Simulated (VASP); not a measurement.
# In6Sb5 in VASP: single point with PBE

Aim: the single point of In6Sb5 with PBE.

Program: VASP 6.6.1. These are calculated values, not measurements. Logs are shortened: lines on timing, memory, paths and dates and some standing lists are left out, and cuts for length are marked.

## (1) The cell of the first run

The cell holds a slab with vacuum, 11 atoms: a = 4.692 Å, b = 4.692 Å, c = 31.587 Å, α = 90.00°, β = 90.00°, γ = 90.00°.

## (2) Single point, PBE (atoms taken out)

The input, INCAR:

```
PREC     = Accurate       # precision mode
ENCUT    = 520            # plane-wave cutoff, eV
EDIFF    = 1E-7           # SCF threshold, eV
ISMEAR   = 0              # smearing method
SIGMA    = 0.1            # smearing width, eV
LREAL    = F              # projectors in reciprocal space
LASPH    = T              # aspherical terms in the spheres
NELM     = 100            # most SCF steps
ALGO     = Normal         # electronic algorithm
ISIF     = 2              # what is computed and relaxed
LWAVE    = F              # write WAVECAR
LCHARG   = T              # write CHGCAR
LDIPOL   = T            
IDIPOL   = 3            
DIPOL    = 0.5 0.5 0.500
GGA      = PE             # functional
LELF     = T              # ELF
LVHAR    = T            
LVACPOTAV= T            
NBANDS   = 62             # bands
```

The input, KPOINTS:

```
Automatic mesh
0
Gamma
  8 8 1
```

The input, POSCAR:

```
In6Sb5
1.0
    4.6915474180      0.0000000000      0.0000000000
    0.0000000000      4.6915474180      0.0000000000
    0.0000000000      0.0000000000     31.5871249677
In Sb
6 5
Direct
    0.5000000000      0.5000000000      0.2374385136
    0.0000000000      0.0000000000      0.3424631081
    0.5000000000      0.5000000000      0.4474877027
    0.0000000000      0.0000000000      0.5525122973
    0.5000000000      0.5000000000      0.6575368919
    0.0000000000      0.0000000000      0.7625614864
    0.5000000000      0.0000000000      0.2899508108
    0.0000000000      0.5000000000      0.3949754054
    0.5000000000      0.0000000000      0.5000000000
    0.0000000000      0.5000000000      0.6050245946
    0.5000000000      0.0000000000      0.7100491892
```

Potentials or basis: VASP PAW PBE potentials, release 64 (In_d, Sb).

On the command line:

```bash
cat potpaw_PBE.64/In_d/POTCAR potpaw_PBE.64/Sb/POTCAR > POTCAR
mpirun -np 1 vasp_std > vasp.out
```

OUTCAR:

```text
PREC = Accurate
   ENCUT = 520
   EDIFF = 1E-7
   ISMEAR = 0
   LREAL = F
   LASPH = T
   NELM = 100
   ISIF = 2
   GGA = PE

 ion  position               nearest neighbor table
   1  0.500  0.500  0.237-   7 2.87   7 2.87
   2  0.000  0.000  0.342-   7 2.87   8 2.87   8 2.87   7 2.87
   3  0.500  0.500  0.447-   9 2.87   9 2.87   8 2.87   8 2.87
   4  0.000  0.000  0.553-   9 2.87   9 2.87  10 2.87  10 2.87
   5  0.500  0.500  0.658-  10 2.87  11 2.87  11 2.87  10 2.87
   6  0.000  0.000  0.763-  11 2.87  11 2.87
   7  0.500  0.000  0.290-   1 2.87   1 2.87   2 2.87   2 2.87
   8  0.000  0.500  0.395-   2 2.87   2 2.87   3 2.87   3 2.87
   9  0.500  0.000  0.500-   3 2.87   4 2.87   3 2.87   4 2.87
  10  0.000  0.500  0.605-   5 2.87   5 2.87   4 2.87   4 2.87
  11  0.500  0.000  0.710-   6 2.87   6 2.87   5 2.87   5 2.87

  LATTYP: Found a simple tetragonal cell.
 ALAT       =     4.6915474180
 C/A-ratio  =     6.7327732523

  Lattice vectors:

 A1 = (   4.6915474180,   0.0000000000,   0.0000000000)
 A2 = (   0.0000000000,   4.6915474180,   0.0000000000)
 A3 = (   0.0000000000,   0.0000000000,  31.5871249677)

Analysis of symmetry for initial positions (statically):
=====================================================================
 Subroutine PRICEL returns:
 Original cell was already a primitive cell.

 Routine SETGRP: Setting up the symmetry group for a
 simple tetragonal supercell.

 Subroutine GETGRP returns: Found  8 space group operations
 (whereof  4 operations were pure point group operations)
 out of a pool of 16 trial point group operations.

The static configuration has the point symmetry C_2v.
 The point group associated with its full space group is D_2d.

Analysis of symmetry for dynamics (positions and initial velocities):
=====================================================================
 Subroutine PRICEL returns:
 Original cell was already a primitive cell.

 Routine SETGRP: Setting up the symmetry group for a
 simple tetragonal supercell.

 Subroutine GETGRP returns: Found  8 space group operations
 (whereof  4 operations were pure point group operations)
 out of a pool of 16 trial point group operations.

The dynamic configuration has the point symmetry C_2v.
 The point group associated with its full space group is D_2d.

 Subroutine INISYM returns: Found  8 space group operations
 (whereof  4 operations are pure point group operations),
 and found     1 'primitive' translations

----------------------------------------------------------------------------------------

                                     Primitive cell

  volume of cell :     695.2521

  direct lattice vectors                    reciprocal lattice vectors
     4.691547418  0.000000000  0.000000000     0.213149290  0.000000000  0.000000000
     0.000000000  4.691547418  0.000000000     0.000000000  0.213149290  0.000000000
     0.000000000  0.000000000 31.587124968     0.000000000  0.000000000  0.031658468

  length of vectors
     4.691547418  4.691547418 31.587124968     0.213149290  0.213149290  0.031658468

  position of ions in fractional coordinates (direct lattice)
     0.500000000  0.500000000  0.237438514
     0.000000000  0.000000000  0.342463108
     0.500000000  0.500000000  0.447487703
     0.000000000  0.000000000  0.552512297
     0.500000000  0.500000000  0.657536892
     0.000000000  0.000000000  0.762561486
     0.500000000  0.000000000  0.289950811
     0.000000000  0.500000000  0.394975405
     0.500000000  0.000000000  0.500000000
     0.000000000  0.500000000  0.605024595
     0.500000000  0.000000000  0.710049189

  ion indices of the primitive-cell ions
   primitive index   ion index
                 1           1
                 2           2
                 3           3
                 4           4
                 5           5
                 6           6
                 7           7
                 8           8
                 9           9
                10          10
                11          11

----------------------------------------------------------------------------------------

 KPOINTS: Automatic mesh

Automatic generation of k-mesh.
 Grid dimensions read from file:
 generate k-points for:    8    8    1

 Generating k-lattice:

  Cartesian coordinates                     Fractional coordinates (reciprocal lattice)
     0.026643661  0.000000000  0.000000000     0.125000000  0.000000000  0.000000000
     0.000000000  0.026643661  0.000000000     0.000000000  0.125000000  0.000000000
     0.000000000  0.000000000  0.031658468     0.000000000  0.000000000  1.000000000

  Length of vectors
     0.026643661  0.026643661  0.031658468

  Shift w.r.t. Gamma in fractional coordinates (k-lattice)
     0.000000000  0.000000000  0.000000000

 Subroutine IBZKPT returns following result:
 ===========================================

 Found     15 irreducible k-points:

 Following reciprocal coordinates:
            Coordinates               Weight
  0.000000  0.000000  0.000000      1.000000
  0.125000  0.000000  0.000000      4.000000
  0.250000  0.000000  0.000000      4.000000
  0.375000  0.000000  0.000000      4.000000
  0.500000  0.000000  0.000000      2.000000
  0.125000  0.125000  0.000000      4.000000
  0.250000  0.125000  0.000000      8.000000
  0.375000  0.125000  0.000000      8.000000
  0.500000  0.125000  0.000000      4.000000
  0.250000  0.250000  0.000000      4.000000
  0.375000  0.250000  0.000000      8.000000
  0.500000  0.250000  0.000000      4.000000
  0.375000  0.375000  0.000000      4.000000
  0.500000  0.375000  0.000000      4.000000
  0.500000  0.500000  0.000000      1.000000
   k-points           NKPTS =     15   k-points in BZ     NKDIM =     15   number of bands    NBANDS=     62
   number of dos      NEDOS =    301   number of ions     NIONS =     11
   total plane-waves  NPLWV = 311040
   dimension x,y,z NGX =    36 NGY =   36 NGZ =  240
   dimension x,y,z NGXF=    72 NGYF=   72 NGZF=  480
   ions per type =               6   5
   NGX,Y,Z   is equivalent  to a cutoff of  12.76, 12.76, 12.63 a.u.
   NGXF,Y,Z  is equivalent  to a cutoff of  25.51, 25.51, 25.26 a.u.
 SYSTEM =  unknown system
   PREC   = accura    normal or accurate (medium, high low for compatibility)
   ISTART =      0    job   : 0-new  1-cont  2-samecut
   ICHARG =      2    charge: 1-file 2-atom 10-const
   ISPIN  =      1    spin polarized calculation?
   LNONCOLLINEAR =      F non collinear calculations
   LSORBIT =      F    spin-orbit coupling
   LASPH  =      T    aspherical Exc in radial PAW
   ENCUT  =  520.0 eV  38.22 Ry    6.18 a.u.   8.72  8.72 58.73*2*pi/ulx,y,z
   NELM   =    100;   NELMIN=  2; NELMDL= -5     # of ELM steps
   EDIFF  = 0.1E-06   stopping-criterion for ELM
   LREAL  =      F    real-space projection
   EDIFFG = 0.1E-05   stopping-criterion for IOM
   NSW    =      0    number of steps for IOM
   IBRION =     -1    ionic relax: 0-MD 1-quasi-New 2-CG
   NFREE  =      0    steps in history (QN), initial steepest desc. (CG)
   ISIF   =      2    stress and relaxation
   ISYM   =      2    0-nonsym 1-usesym 2-fastsym
   POTIM  = 0.5000    time-step for ionic-motion
   TEBEG  =    0.0;   TEEND  =   0.0 temperature during run
   PSTRESS=    0.0 pullay stress
   NELECT =     103.0000    total number of electrons
   NUPDOWN=      -1.0000    fix difference up-down
   EMIN   =  10.00;   EMAX   =-10.00  energy-range for DOS
   EFERMI =   0.00;   METHOD = LEGACY
   ISMEAR =     0;   SIGMA  =   0.10  broadening in eV -4-tet -1-fermi 0-gaus
   EFERMI_NEDOS =   21; number of points for ismear=-14 and -15
   IALGO  =     38    algorithm
   IMIX   =      4    mixing-type and parameters
     AMIX     =   0.40;   BMIX     =  1.00
     AMIX_MAG =   1.60;   BMIX_MAG =  1.00
  volume/ion in A,a.u.               =      63.20       426.53
  Fermi-wavevector in a.u.,A,eV,Ry     =   0.866243  1.636962 10.209501  0.750377
  Thomas-Fermi vector in A             =   1.984604
   LORBIT       =      0    0 simple, 1 ext, 2 COOP (PROOUT), +10 PAW based schemes
   GGA     = PE    functional components
   LHFCALC =     F    Hartree Fock is set to
   AEXX    =    0.0000 exact exchange contribution
   IVDW    =     0    specifies the selected vdW correction
   LEPSILON=     F    determine dielectric tensor
   LRPA    =     F    only Hartree local field effects (RPA)
 non-spin polarized calculation
 Gauss-broadening in eV      SIGMA  =   0.10
  energy-cutoff  :      520.00
  volume of cell :      695.25
 maximum number of plane-waves:     18821
 NGX is ok and might be reduce to    36
   NGX = 17   NGY = 17   NGZ =117

 number of electron     103.0000004 magnetization

 dipolmoment           0.000000      0.000000      0.000000 electrons x Angstroem

 Free energy of the ion-electron system (eV)
  ---------------------------------------------------
  ext. energy  EPLUGINS =         0.00000000
  ---------------------------------------------------
  free energy    TOTEN  =       -35.09345737 eV

  energy without entropy =      -35.04527306  energy(sigma->0) =      -35.06936521

 E-fermi :   0.8126     XC(G=0):  -5.3414

 val. band max:        0.8051942392   @ k =   0.1250   0.1250   0.0000
 cond. band min:       0.8194436676   @ k =   0.5000   0.2500   0.0000
 fundamental gap:      0.0142494285
 Fermi energy:         0.8125931738

 k-point     1 :       0.0000    0.0000    0.0000
  band No.  band energies     occupation
      1     -13.8219      2.00000
      2     -13.8108      2.00000
      3     -13.7915      2.00000
      4     -13.7722      2.00000
      5     -13.7679      2.00000
      6     -13.7679      2.00000
[... 54 lines left out ...]
     61       2.9463      0.00000
     62       3.3998      0.00000

 k-point     2 :       0.1250    0.0000    0.0000
  band No.  band energies     occupation
      1     -13.8197      2.00000
      2     -13.8094      2.00000
      3     -13.7909      2.00000
      4     -13.7745      2.00000
      5     -13.7705      2.00000
      6     -13.7671      2.00000
[... 844 lines left out ...]
      6     -13.7463      2.00000
[... 54 lines left out ...]
     61       3.3114      0.00000
     62       3.9681      0.00000

------------------------ aborting loop because EDIFF is reached ----------------------------------------

  FORCE on cell =-STRESS in cart. coord.  units (eV):
  Direction    XX          YY          ZZ          XY          YZ          ZX
  --------------------------------------------------------------------------------------
  -------------------------------------------------------------------------------------
  Total        1.6614772      1.6614772      2.2460507      0.0000000      0.0000000      0.0000000
  in kB        3.8287996      3.8287996      5.1759232      0.0000000      0.0000000      0.0000000
  external PRESSURE =       4.2778408 kB  Pullay stress =       0.0000000 kB

 VOLUME and BASIS-vectors are now :
 -----------------------------------------------------------------------------
  energy-cutoff  :      520.00
  volume of cell :      695.25
      direct lattice vectors                 reciprocal lattice vectors
     4.691547418  0.000000000  0.000000000     0.213149290  0.000000000  0.000000000
     0.000000000  4.691547418  0.000000000     0.000000000  0.213149290  0.000000000
     0.000000000  0.000000000 31.587124968     0.000000000  0.000000000  0.031658468

 POSITION                                       TOTAL-FORCE (eV/Angst)
 -----------------------------------------------------------------------------------
      2.34577      2.34577      7.50000         0.000000      0.000000     -0.584134
      0.00000      0.00000     10.81742         0.000000      0.000000      0.074583
      2.34577      2.34577     14.13485         0.000000      0.000000     -0.008360
      0.00000      0.00000     17.45227         0.000000      0.000000      0.008360
      2.34577      2.34577     20.76970         0.000000      0.000000     -0.074583
      0.00000      0.00000     24.08712         0.000000      0.000000      0.584134
      2.34577      0.00000      9.15871         0.000000      0.000000      0.501890
      0.00000      2.34577     12.47614         0.000000      0.000000     -0.000713
      2.34577      0.00000     15.79356         0.000000      0.000000     -0.000000
      0.00000      2.34577     19.11099         0.000000      0.000000      0.000713
      2.34577      0.00000     22.42841         0.000000      0.000000     -0.501890
 -----------------------------------------------------------------------------------
    total drift:                                0.000000     -0.000000      0.000000

  FREE ENERGIE OF THE ION-ELECTRON SYSTEM (eV)
  ---------------------------------------------------
  free  energy   TOTEN  =       -35.0934573660 eV

  energy  without entropy=      -35.0452730630  energy(sigma->0) =      -35.06936521

 vacuum level on the upper side and lower side of the slab         5.096         5.096
```

Run time: 19 min. Hardware: 1 thread of Intel Xeon Platinum 8488C (Sapphire Rapids), shared host; peak memory 0.93 GiB.

Results:

- Free energy: -35.0935 eV
- Largest force: 0.584 eV/Å
- Band gap on the k mesh: zero (an odd number of electrons rules out a gap without spin polarisation)

Forces in eV/Å, atoms in the order of the input:
```
In   0.000  0.000 -0.584
In   0.000  0.000  0.075
In   0.000  0.000 -0.008
In   0.000  0.000  0.008
In   0.000  0.000 -0.075
In   0.000  0.000  0.584
Sb   0.000  0.000  0.502
Sb   0.000  0.000 -0.001
Sb   0.000  0.000  0.000
Sb   0.000  0.000  0.001
Sb   0.000  0.000 -0.502
```

Levels at points of the mesh, in eV from the Fermi level:
```
           k point  band 49  band 50  band 51  band 52  band 53  band 54  band 55  band 56
(0.00, 0.00, 0.00)    -0.84    -0.34    -0.34     0.25     1.09     1.23     1.29     1.48
(0.50, 0.00, 0.00)    -1.01    -0.91    -0.54    -0.26     0.19     0.82     1.22     1.50
(0.50, 0.50, 0.00)    -2.25    -2.14    -0.28    -0.28     0.42     0.48     1.60     1.60
```

Caveat: the cell differs from its parent crystal (atoms taken out); spin-orbit coupling is left out, which moves the levels of the heavy elements.
